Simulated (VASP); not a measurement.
# CdS (Greenockite) (P6_3mc) in VASP: notebook, part 2 of 2

VASP 6.6.1. Earlier steps stand in the parts before.

**3. Vibrations by perturbation theory, PBEsol**

This run uses another cell than the first one, of 23.33 Å³/atom, 1.036 times its volume.

File INCAR:

```
  ALGO = Normal
  EDIFF = 1E-8
  ENCUT = 520
  GGA = PS
  IBRION = 8
  ISIF = 2
  ISMEAR = 0
  LASPH = True
  LCHARG = False
  LREAL = False
  LWAVE = False
  NELM = 80
  NSW = 1
  PREC = Accurate
  SIGMA = 0.01
```

File KPOINTS:

```
k-points
0
Gamma
  6 6 4
```

File POSCAR:

```
CdS
1.0
    4.0451725094      0.0000000000      0.0000000000
   -2.0225862547      3.5032221558      0.0000000000
    0.0000000000      0.0000000000      6.5854482898
Cd S
2 2
Direct
    0.3333333333      0.6666666667     -0.0006079221
    0.6666666667      0.3333333333      0.4993920779
    0.3333333333      0.6666666667      0.3756079221
    0.6666666667      0.3333333333      0.8756079221
```

Potentials or basis: VASP PAW PBE potentials, release 64 (Cd, S).

The run is started by

```sh
> cat potpaw_PBE.64/Cd/POTCAR potpaw_PBE.64/S/POTCAR > POTCAR
> mpirun -np 1 vasp_std > vasp.out
```

OUTCAR:

```text
EDIFF = 1E-8
   ENCUT = 520
   GGA = PS
   IBRION = 8
   ISIF = 2
   ISMEAR = 0
   LASPH = True
   LREAL = False
   NELM = 80
   NSW = 1
   PREC = Accurate

 ion  position               nearest neighbor table
   1  0.333  0.667  0.999-   4 2.47   4 2.47   4 2.47   3 2.48
   2  0.667  0.333  0.499-   3 2.47   3 2.47   3 2.47   4 2.48
   3  0.333  0.667  0.376-   2 2.47   2 2.47   2 2.47   1 2.48
   4  0.667  0.333  0.876-   1 2.47   1 2.47   1 2.47   2 2.48

[... 800 lines left out ...]
  4Z     0.000000    0.000000    1.153482    0.000000    0.000000    4.982007    0.000000    0.000000    2.910716    0.000000   -0.000000   -9.046204

 Eigenvectors and eigenvalues of the dynamical matrix
 ----------------------------------------------------

   1 f  =    9.718887 THz    61.065569 2PiTHz  324.187180 cm-1    40.194069 meV
             X         Y         Z           dx          dy          dz
     -0.000000  2.335481  6.581445     0.000000    0.000000    0.147317
      2.022586  1.167741  3.288721    -0.000000   -0.000000   -0.147317
     -0.000000  2.335481  2.473547     0.000000    0.000000   -0.691591
      2.022586  1.167741  5.766271    -0.000000   -0.000000    0.691591
[... 71 lines left out ...]
  12 f/i=    0.010515 THz     0.066067 2PiTHz    0.350739 cm-1     0.043486 meV
             X         Y         Z           dx          dy          dz
     -0.000000  2.335481  6.581445     0.000000   -0.000000    0.623268
      2.022586  1.167741  3.288721     0.000000   -0.000000    0.623268
     -0.000000  2.335481  2.473547     0.000000   -0.000000    0.333971
      2.022586  1.167741  5.766271     0.000000   -0.000000    0.333971

--------------------------------------------------------------------------------------------------------

 ELASTIC MODULI CONTR FROM IONIC RELAXATION (kBar)
 Direction    XX          YY          ZZ          XY          YZ          ZX
 --------------------------------------------------------------------------------
 XX        -516.2796    192.4196    315.4335     -0.0000      0.0000      0.0000
 YY         192.4196   -516.2796    315.4335      0.0000      0.0000     -0.0000
 ZZ         315.4335    315.4335   -614.4525      0.0000      0.0000      0.0000
 XY          -0.0000      0.0000      0.0000   -354.3496      0.0000      0.0000
 YZ          -0.0000     -0.0000      0.0000      0.0000   -150.7133      0.0000
 ZX           0.0000     -0.0000      0.0000     -0.0000      0.0000   -155.8390
 --------------------------------------------------------------------------------
```

stdout:

```text
POSCAR found type information on POSCAR CdS
 POSCAR found :  2 types and       4 ions
 scaLAPACK will be used
 -----------------------------------------------------------------------------
|                                                                             |
|                                                                             |
|     You enforced a specific xc type in the INCAR file but a different       |
|     I HOPE YOU KNOW WHAT YOU ARE DOING!                                     |
|                                                                             |
 -----------------------------------------------------------------------------

 LDA part: xc-table for (Slater+PW92), standard interpolation
 POSCAR, INCAR and KPOINTS ok, starting setup
 FFT: planning ... GRIDC
 FFT: planning ... GRID_SOFT
 FFT: planning ... GRID
 WAVECAR not read
 entering main loop
 Linear response reoptimize wavefunctions to high precision
 Linear response DOF=           4
 Linear response progress:
 first order change of Fermi-energy   0.22849E-03
 force on displaced ion       1 direction 1 :  -6.426   0.001  -0.000
 Linear response progress:
 first order change of Fermi-energy  -0.28903E+00
 force on displaced ion       1 direction 3 :   0.000   0.000  -7.964
 Linear response progress:
 first order change of Fermi-energy   0.12356E-03
 force on displaced ion       3 direction 1 :  -7.019  -0.000   0.000
 Linear response progress:
 first order change of Fermi-energy   0.28888E+00
 force on displaced ion       3 direction 3 :  -0.000   0.000  -9.046
 Linear response finished
```

Run time: 15 min. Hardware: 1 thread of Intel Xeon Platinum 8488C (Sapphire Rapids), shared host; peak memory 0.47 GiB.

What came out:

```
Highest phonon frequency at Γ, LO-TO splitting left out : 324 cm⁻¹
```

Phonon frequencies in cm⁻¹ (negative: imaginary):
| q point | frequencies |
| --- | --- |
| (0.000, 0.000, 0.000) | 0 0 0 34 34 141 259 265 265 280 280 324 |

Caveat: the cell wasn't relaxed at this level first, which shifts response properties; the PAW data sets were made with another functional, which shifts forces and pressure a little.

**4. Vibrations by perturbation theory, PBEsol**

This run uses another cell than the first one, of 23.97 Å³/atom, 1.064 times its volume.

File INCAR:

```
PREC = Accurate ; ENCUT = 520
EDIFF = 1E-8 ; ISMEAR = 0
SIGMA = 0.01 ; LREAL = F
LASPH = T ; NELM = 80
ALGO = Normal ; ISIF = 2
LWAVE = F ; LCHARG = T
GGA = PS ; NBANDS = 26
IBRION = 8 ; NSW = 1
```

File KPOINTS:

```
regular mesh
0
Gamma
  6 6 4
```

File POSCAR:

```
CdS
1.0
    4.0827891284      0.0000000000      0.0000000000
   -2.0413945642      3.5357991034      0.0000000000
    0.0000000000      0.0000000000      6.6415416228
Cd S
2 2
Direct
    0.3333333333      0.6666666667     -0.0007674498
    0.6666666667      0.3333333333      0.4992325502
    0.3333333333      0.6666666667      0.3757674498
    0.6666666667      0.3333333333      0.8757674498
```

Potentials or basis: VASP PAW PBE potentials, release 64 (Cd, S).

The run is started by

```sh
> cat potpaw_PBE.64/Cd/POTCAR potpaw_PBE.64/S/POTCAR > POTCAR
> mpirun -np 1 vasp_std > vasp.out
```

OUTCAR:

```text
PREC = Accurate
   ENCUT = 520
   EDIFF = 1E-8
   ISMEAR = 0
   LREAL = F
   LASPH = T
   NELM = 80
   ISIF = 2
   GGA = PS
   IBRION = 8
   NSW = 1

 ion  position               nearest neighbor table
   1  0.333  0.667  0.999-   4 2.50   4 2.50   4 2.50   3 2.50
   2  0.667  0.333  0.499-   3 2.50   3 2.50   3 2.50   4 2.50
   3  0.333  0.667  0.376-   2 2.50   2 2.50   2 2.50   1 2.50
   4  0.667  0.333  0.876-   1 2.50   1 2.50   1 2.50   2 2.50

  LATTYP: Found a hexagonal cell.
 ALAT       =     4.0827891284
 C/A-ratio  =     1.6267167894

  Lattice vectors:

 A1 = (   4.0827891284,   0.0000000000,   0.0000000000)
[... 867 lines left out ...]
  1Y     0.000000   -5.856143    0.000000    0.000000   -0.062629    0.000000    0.000000    0.002399    0.000000   -0.000000    5.916373    0.000000
  1Z     0.000000    0.000000   -7.310503    0.000000   -0.000000    1.735493    0.000000    0.000000    4.419324    0.000000   -0.000000    1.155687
  2X    -0.062629    0.000000    0.000000   -5.856143    0.000000    0.000000    5.916373    0.000000    0.000000    0.002399   -0.000000    0.000000
  2Y     0.000000   -0.062629    0.000000    0.000000   -5.856143    0.000000    0.000000    5.916373    0.000000    0.000000    0.002399    0.000000
  2Z    -0.000000    0.000000    1.735493    0.000000   -0.000000   -7.310503    0.000000    0.000000    1.155687    0.000000    0.000000    4.419324
  3X    -0.018963    0.000000    0.000000    5.894207    0.000000   -0.000000   -6.401454    0.000000    0.000000    0.526209    0.000000   -0.000000
  3Y     0.000000   -0.018963    0.000000    0.000000    5.894207    0.000000    0.000000   -6.401454    0.000000    0.000000    0.526209    0.000000
  3Z     0.000000    0.000000    4.392994    0.000000   -0.000000    1.139780    0.000000    0.000000   -8.306454    0.000000    0.000000    2.773679
  4X     5.894207    0.000000    0.000000   -0.018963    0.000000   -0.000000    0.526209    0.000000    0.000000   -6.401454    0.000000    0.000000
  4Y     0.000000    5.894207   -0.000000    0.000000   -0.018963    0.000000   -0.000000    0.526209   -0.000000    0.000000   -6.401454    0.000000
  4Z     0.000000    0.000000    1.139780    0.000000   -0.000000    4.392994    0.000000   -0.000000    2.773679    0.000000    0.000000   -8.306454

 Eigenvectors and eigenvalues of the dynamical matrix
 ----------------------------------------------------

   1 f  =    9.330650 THz    58.626201 2PiTHz  311.236973 cm-1    38.588449 meV
             X         Y         Z           dx          dy          dz
     -0.000000  2.357199  6.636445     0.000000    0.000000    0.136551
      2.041395  1.178600  3.315674    -0.000000   -0.000000   -0.136551
     -0.000000  2.357199  2.495675     0.000000    0.000000   -0.693797
      2.041395  1.178600  5.816446    -0.000000   -0.000000    0.693797
[... 71 lines left out ...]
  12 f/i=    0.011669 THz     0.073316 2PiTHz    0.389225 cm-1     0.048258 meV
             X         Y         Z           dx          dy          dz
     -0.000000  2.357199  6.636445    -0.618032   -0.080154   -0.000000
      2.041395  1.178600  3.315674    -0.618032   -0.080154   -0.000000
     -0.000000  2.357199  2.495675    -0.331309   -0.042968   -0.000000
      2.041395  1.178600  5.816446    -0.331309   -0.042968   -0.000000

--------------------------------------------------------------------------------------------------------

 ELASTIC MODULI CONTR FROM IONIC RELAXATION (kBar)
 Direction    XX          YY          ZZ          XY          YZ          ZX
 --------------------------------------------------------------------------------
 XX        -430.5924    164.9365    257.9927     -0.0000     -0.0000      0.0000
 YY         164.9365   -430.5924    257.9927      0.0000      0.0000     -0.0000
 ZZ         257.9927    257.9927   -501.1011     -0.0000     -0.0000     -0.0000
 XY          -0.0000      0.0000     -0.0000   -297.7645      0.0000     -0.0000
 YZ           0.0000      0.0000     -0.0000      0.0000   -122.6232     -0.0000
 ZX           0.0000     -0.0000     -0.0000     -0.0000     -0.0000   -128.0753
 --------------------------------------------------------------------------------
```

OSZICAR:

```text
N       E                     dE             d eps       ncg     rms          rms(c)
DAV:   1     0.247420362308E+03    0.24742E+03   -0.17590E+04  1092   0.128E+03
DAV:   2    -0.915059916477E+00   -0.24834E+03   -0.23997E+03  1180   0.323E+02
DAV:   3    -0.144601460282E+02   -0.13545E+02   -0.13460E+02  1304   0.754E+01
DAV:   4    -0.145973498577E+02   -0.13720E+00   -0.13709E+00  1214   0.729E+00
[... 76 lines left out ...]
RMM:  10    -0.121784346124E+00    0.21294E-06   -0.74376E-09  2135   0.416E-05    0.106E-05
RMM:  11    -0.121784394633E+00   -0.48509E-07   -0.16010E-08  2054   0.195E-05    0.677E-06
RMM:  12    -0.121784406753E+00   -0.12120E-07    0.10911E-08  2015   0.852E-06    0.109E-06
RMM:  13    -0.121784404061E+00    0.26916E-08   -0.71997E-09  1665   0.613E-06    0.429E-07
 Linear response finished
```

It took 14 min on 1 thread of Intel Xeon Platinum 8488C (Sapphire Rapids), shared host; peak memory 0.51 GiB.

What came out:

```
Highest phonon frequency at Γ, LO-TO splitting left out : 311 cm⁻¹
```

Phonon frequencies in cm⁻¹ (negative: imaginary):
| q point | frequencies |
| --- | --- |
| (0.000, 0.000, 0.000) | 0 0 0 39 39 138 246 253 253 267 267 311 |

Caveat: the cell wasn't relaxed at this level first, which shifts response properties; the PAW data sets were made with another functional, which shifts forces and pressure a little.
